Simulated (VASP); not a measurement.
# Li (P6_3/mmc) in VASP: relaxation of cell and atoms with PBE

Aim: the relaxation of cell and atoms of Li with PBE.

Everything below comes from runs of VASP 6.6.1. Logs are shortened: lines on timing, memory, paths and dates and some standing lists are left out, and cuts for length are marked.

## Step 1: The cell of the first run

It takes space group P6_3/mmc (No. 194, hexagonal). Conventional cell: a = 3.041 Å, b = 3.041 Å, c = 9.859 Å, α = 90.00°, β = 90.00°, γ = 120.00°. Li (site symmetry -3m) has 12 Li at 3.03 to 3.04 Å within 4.0 Å. Li (site symmetry -6m2) has 12 Li at 3.03 to 3.04 Å within 4.0 Å.

This isn't the form of Li at room conditions, which is bcc.

## Step 2: Relaxation of cell and atoms, PBE

Input file INCAR:

```
  PREC = Accurate
  ENCUT = 600
  EDIFF = 1E-6
  ISMEAR = 0
  SIGMA = 0.1
  LREAL = False
  LASPH = True
  NELM = 80
  ALGO = Fast
  ISIF = 3
  LWAVE = False
  LCHARG = False
  GGA = PE
  IBRION = 2
  NSW = 80
  EDIFFG = -0.01
```

Input file KPOINTS:

```
regular mesh
0
Gamma
  18 18 4
```

Input file POSCAR:

```
Li
1.0
    3.0405983010      0.0000000000      0.0000000000
   -1.5202991505      2.6332353714      0.0000000000
    0.0000000000      0.0000000000      9.8585371047
Li
4
Direct
    0.0000000000      0.0000000000      0.0000000000
    0.0000000000      0.0000000000      0.5000000000
    0.3333333333      0.6666666667      0.2500000000
    0.6666666667      0.3333333333      0.7500000000
```

Potentials or basis: VASP PAW PBE potentials, release 64 (Li_sv).

The run is started by

```bash
> cat potpaw_PBE.64/Li_sv/POTCAR > POTCAR
> mpirun -np 1 vasp_std > vasp.out
```

OUTCAR:

```text
PREC = Accurate
   ENCUT = 600
   EDIFF = 1E-6
   ISMEAR = 0
   LREAL = False
   LASPH = True
   NELM = 80
   ISIF = 3
   GGA = PE
   IBRION = 2
   NSW = 80
   EDIFFG = -0.01

 ion  position               nearest neighbor table
   1  0.000  0.000  0.000-
   2  0.000  0.000  0.500-
   3  0.333  0.667  0.250-
   4  0.667  0.333  0.750-

  LATTYP: Found a hexagonal cell.
 ALAT       =     3.0405983010
 C/A-ratio  =     3.2423017212

  Lattice vectors:

 A1 = (   3.0405983010,   0.0000000000,   0.0000000000)
 A2 = (  -1.5202991505,   2.6332353714,   0.0000000000)
 A3 = (   0.0000000000,   0.0000000000,   9.8585371047)

Analysis of symmetry for initial positions (statically):
=====================================================================
 Subroutine PRICEL returns:
 Original cell was already a primitive cell.

 Routine SETGRP: Setting up the symmetry group for a
 hexagonal supercell.

 Subroutine GETGRP returns: Found 24 space group operations
 (whereof 12 operations were pure point group operations)
 out of a pool of 24 trial point group operations.

The static configuration has the point symmetry D_3d.
 The point group associated with its full space group is D_6h.

Analysis of symmetry for dynamics (positions and initial velocities):
=====================================================================
 Subroutine PRICEL returns:
 Original cell was already a primitive cell.

 Routine SETGRP: Setting up the symmetry group for a
 hexagonal supercell.

 Subroutine GETGRP returns: Found 24 space group operations
 (whereof 12 operations were pure point group operations)
 out of a pool of 24 trial point group operations.

The dynamic configuration has the point symmetry D_3d.
 The point group associated with its full space group is D_6h.

 Subroutine INISYM returns: Found 24 space group operations
 (whereof 12 operations are pure point group operations),
 and found     1 'primitive' translations

----------------------------------------------------------------------------------------

                                     Primitive cell

  volume of cell :      78.9335

  direct lattice vectors                    reciprocal lattice vectors
     3.040598301  0.000000000  0.000000000     0.328882641  0.189880481  0.000000000
    -1.520299151  2.633235371  0.000000000     0.000000000  0.379760963  0.000000000
     0.000000000  0.000000000  9.858537105     0.000000000  0.000000000  0.101434928

  length of vectors
     3.040598301  3.040598301  9.858537105     0.379760963  0.379760963  0.101434928

  position of ions in fractional coordinates (direct lattice)
     0.000000000  0.000000000  0.000000000
     0.000000000  0.000000000  0.500000000
     0.333333333  0.666666667  0.250000000
     0.666666667  0.333333333  0.750000000

  ion indices of the primitive-cell ions
   primitive index   ion index
                 1           1
                 2           2
                 3           3
                 4           4

----------------------------------------------------------------------------------------

 KPOINTS: regular mesh

Automatic generation of k-mesh.
 Grid dimensions read from file:
 generate k-points for:   18   18    4

 Generating k-lattice:

  Cartesian coordinates                     Fractional coordinates (reciprocal lattice)
     0.018271258  0.010548916  0.000000000     0.055555556 -0.000000000  0.000000000
     0.000000000  0.021097831  0.000000000     0.000000000  0.055555556  0.000000000
     0.000000000  0.000000000  0.025358732     0.000000000  0.000000000  0.250000000

  Length of vectors
     0.021097831  0.021097831  0.025358732

  Shift w.r.t. Gamma in fractional coordinates (k-lattice)
     0.000000000  0.000000000  0.000000000

 Subroutine IBZKPT returns following result:
 ===========================================

 Found    111 irreducible k-points:

 Following reciprocal coordinates:
            Coordinates               Weight
  0.000000  0.000000  0.000000      1.000000
  0.055556  0.000000  0.000000      6.000000
  0.111111  0.000000  0.000000      6.000000
  0.166667  0.000000  0.000000      6.000000
  0.222222  0.000000  0.000000      6.000000
  0.277778  0.000000  0.000000      6.000000
[... 16 lines left out ...]
  0.333333  0.111111  0.000000     12.000000
  0.388889  0.111111  0.000000     12.000000
 [... further k-points ...]
   k-points           NKPTS =    111   k-points in BZ     NKDIM =    111   number of bands    NBANDS=     10
   number of dos      NEDOS =    301   number of ions     NIONS =      4
   total plane-waves  NPLWV =  46080
   dimension x,y,z NGX =    24 NGY =   24 NGZ =   80
   dimension x,y,z NGXF=    48 NGYF=   48 NGZF=  160
   ions per type =               4
   NGX,Y,Z   is equivalent  to a cutoff of  13.12, 13.12, 13.49 a.u.
   NGXF,Y,Z  is equivalent  to a cutoff of  26.24, 26.24, 26.98 a.u.
 SYSTEM =  unknown system
   PREC   = accura    normal or accurate (medium, high low for compatibility)
   ISTART =      0    job   : 0-new  1-cont  2-samecut
   ICHARG =      2    charge: 1-file 2-atom 10-const
   ISPIN  =      1    spin polarized calculation?
   LNONCOLLINEAR =      F non collinear calculations
   LSORBIT =      F    spin-orbit coupling
   LASPH  =      T    aspherical Exc in radial PAW
   ENCUT  =  600.0 eV  44.10 Ry    6.64 a.u.   6.07  6.07 19.69*2*pi/ulx,y,z
   NELM   =     80;   NELMIN=  2; NELMDL= -5     # of ELM steps
   EDIFF  = 0.1E-05   stopping-criterion for ELM
   LREAL  =      F    real-space projection
   EDIFFG = -.1E-01   stopping-criterion for IOM
   NSW    =     80    number of steps for IOM
   IBRION =      2    ionic relax: 0-MD 1-quasi-New 2-CG
   NFREE  =      1    steps in history (QN), initial steepest desc. (CG)
   ISIF   =      3    stress and relaxation
   ISYM   =      2    0-nonsym 1-usesym 2-fastsym
   POTIM  = 0.5000    time-step for ionic-motion
   TEBEG  =    0.0;   TEEND  =   0.0 temperature during run
   PSTRESS=    0.0 pullay stress
   NELECT =      12.0000    total number of electrons
   NUPDOWN=      -1.0000    fix difference up-down
   EMIN   =  10.00;   EMAX   =-10.00  energy-range for DOS
   EFERMI =   0.00;   METHOD = LEGACY
   ISMEAR =     0;   SIGMA  =   0.10  broadening in eV -4-tet -1-fermi 0-gaus
   EFERMI_NEDOS =   21; number of points for ismear=-14 and -15
   IALGO  =     68    algorithm
   IMIX   =      4    mixing-type and parameters
     AMIX     =   0.40;   BMIX     =  1.00
     AMIX_MAG =   1.60;   BMIX_MAG =  1.00
  volume/ion in A,a.u.               =      19.73       133.17
  Fermi-wavevector in a.u.,A,eV,Ry     =   0.873739  1.651126 10.386947  0.763419
  Thomas-Fermi vector in A             =   1.993171
   LORBIT       =      0    0 simple, 1 ext, 2 COOP (PROOUT), +10 PAW based schemes
   GGA     = PE    functional components
   LHFCALC =     F    Hartree Fock is set to
   AEXX    =    0.0000 exact exchange contribution
   IVDW    =     0    specifies the selected vdW correction
   LEPSILON=     F    determine dielectric tensor
   LRPA    =     F    only Hartree local field effects (RPA)
 conjugate gradient relaxation of ions
 non-spin polarized calculation
 RMM-DIIS sequential band-by-band and
 Gauss-broadening in eV      SIGMA  =   0.10
  energy-cutoff  :      600.00
  volume of cell :       78.93
 maximum number of plane-waves:      2682
   NGX = 13   NGY = 13   NGZ = 39

--------------------------------------- Ionic step        1  -------------------------------------------

 number of electron      12.0000003 magnetization

 Free energy of the ion-electron system (eV)
  ---------------------------------------------------
  ext. energy  EPLUGINS =         0.00000000
  ---------------------------------------------------
  free energy    TOTEN  =        -7.62558441 eV

  energy without entropy =       -7.61492829  energy(sigma->0) =       -7.62025635

------------------------ aborting loop because EDIFF is reached ----------------------------------------

  FORCE on cell =-STRESS in cart. coord.  units (eV):
  Direction    XX          YY          ZZ          XY          YZ          ZX
  --------------------------------------------------------------------------------------
  -------------------------------------------------------------------------------------
  Total        0.0765805      0.0765805      0.2369255      0.0000000     -0.0000000      0.0000000
  in kB        1.5544175      1.5544175      4.8090712      0.0000000     -0.0000000      0.0000000
  external PRESSURE =       2.6393021 kB  Pullay stress =       0.0000000 kB
[... 251 lines left out ...]
  energy  without entropy=       -7.6165574140  energy(sigma->0) =       -7.62187274

--------------------------------------- Ionic step        8  -------------------------------------------

 number of electron      12.0000005 magnetization

 Free energy of the ion-electron system (eV)
  ---------------------------------------------------
  ext. energy  EPLUGINS =         0.00000000
  ---------------------------------------------------
  free energy    TOTEN  =        -7.62727324 eV

  energy without entropy =       -7.61667356  energy(sigma->0) =       -7.62197340

 E-fermi :   0.6513     XC(G=0):  -7.0629

 val. band max:        0.6419194199   @ k =   0.5000   0.0000   0.2500
 cond. band min:       0.6560843259   @ k =   0.1111   0.0556   0.2500
 fundamental gap:      0.0141649060
 Fermi energy:         0.6512516015

 k-point     1 :       0.0000    0.0000    0.0000
  band No.  band energies     occupation
      1     -45.8666      2.00000
      2     -45.8579      2.00000
      3     -45.8568      2.00000
      4     -45.8481      2.00000
      5      -2.9253      2.00000
      6      -1.8127      2.00000
      7      -1.8121      2.00000
      8       0.6116      1.42549
      9       3.5730      0.00000
     10       8.6230      0.00000
[... 287 lines left out ...]
 k-point    24 :       0.3889    0.1111    0.0000
  band No.  band energies     occupation
      1     -45.8480      2.00000
      2     -45.8455      2.00000
      3     -45.8445      2.00000
      4     -45.8420      2.00000
      5       0.3119      2.00000
      6       1.2052      0.00000
      7       1.2622      0.00000
      8       2.4377      0.00000
      9       4.3461      0.00000
     10       4.4370      0.00000

 [... further k-points ...]

------------------------ aborting loop because EDIFF is reached ----------------------------------------

  FORCE on cell =-STRESS in cart. coord.  units (eV):
  Direction    XX          YY          ZZ          XY          YZ          ZX
  --------------------------------------------------------------------------------------
  -------------------------------------------------------------------------------------
  Total       -0.0322037     -0.0322037      0.0232821      0.0000000     -0.0000000      0.0000000
  in kB       -0.6411702     -0.6411702      0.4635415      0.0000000     -0.0000000      0.0000000
  external PRESSURE =      -0.2729330 kB  Pullay stress =       0.0000000 kB
[... 19 lines left out ...]
  FREE ENERGIE OF THE ION-ELECTRON SYSTEM (eV)
  ---------------------------------------------------
  free  energy   TOTEN  =        -7.6272732437 eV

  energy  without entropy=       -7.6166735601  energy(sigma->0) =       -7.62197340

 reached required accuracy - stopping structural energy minimisation
```

Run time: 11 min. Hardware: 1 thread of Intel Xeon 8259CL, shared host; peak memory 0.25 GiB.

What came out:

| Property | Result |
| --- | --- |
| Free energy | -7.6273 eV |
| Relaxed volume | 20.12 Å³/atom |
| Relaxed cell | a = 3.050 Å, b = 3.050 Å, c = 9.988 Å, α = 90.00°, β = 90.00°, γ = 120.00° |
| Space group after relaxing (to 0.1 Å) | P6_3/mmc (No. 194) |
| Energy gained by relaxing | 0.4 meV/atom |
| Ionic steps | 8 |
| Pressure after relaxing | 0.0 GPa |
| Band gap on the k mesh | zero (bands 6 and 7 overlap by 4.04 eV) |

Stress tensor (GPa, compression positive):
```
-0.06  0.00  0.00
 0.00 -0.06  0.00
 0.00  0.00  0.05
```

The path:
```csv
step,energy change (eV),largest force (eV/Å),pressure (GPa),volume (Å³)
1,0.0000,0.0000,0.26,78.93
2,-0.0007,0.0000,0.18,79.31
3,-0.0016,0.0000,0.02,80.34
4,-0.0016,0.0000,-0.06,80.71
5,-0.0016,0.0000,-0.05,80.60
6,-0.0016,0.0000,-0.03,80.48
7,-0.0016,0.0000,-0.05,80.52
8,-0.0017,0.0000,-0.03,80.47
```

Final structure:
```yaml
crystal:
  lattice:
    - [3.05012, 0.00000, 0.00000]
    - [-1.52506, 2.64148, 0.00000]
    - [0.00000, 0.00000, 9.98803]
  atoms:
    - { symbol: Li, position: [0.00000, 0.00000, 0.00000] }
    - { symbol: Li, position: [0.00000, 0.00000, 0.50000] }
    - { symbol: Li, position: [0.33333, 0.66667, 0.25000] }
    - { symbol: Li, position: [0.66667, 0.33333, 0.75000] }
```

Caveat: the cutoff is under 1.25 times the usual one of these potentials, so pressure, stress and relaxed cells hold a basis-set (Pulay) error.
